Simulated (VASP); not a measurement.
Crystal: Gd.

```
Gd
1.0
     0.00000    2.58582    2.58582
     2.58582    0.00000    2.58582
     2.58582    2.58582    0.00000
Gd
1
Direct
  0.00000 0.00000 0.00000
```

Base run:

```yaml
Program: VASP 6.6.1
Functional: PBE
Potentials_or_basis: VASP PAW PBE potentials, release 64 (Gd)
Cutoff: 520 eV
k_mesh: 8 × 8 × 8
Occupations: fermi-dirac, width 0.05 eV
Spin: collinear spin, ferromagnetic start
Starting_moments: "[10.5] μB"
Fixed_moment: 10.5 μB
```

Its results: pressure 0.8 GPa; site moments Gd +8.12 μB.

Task: The run is repeated on the same cell with these changes: fixed moment from 10.5 μB to 5.2 μB; moments at the start from [10.5] to [5.2]. What comes out?

Result: Pressure 2.0 GPa; site moments Gd +6.16 μB.

Caveats: the total moment is fixed, so each spin has its own Fermi level.
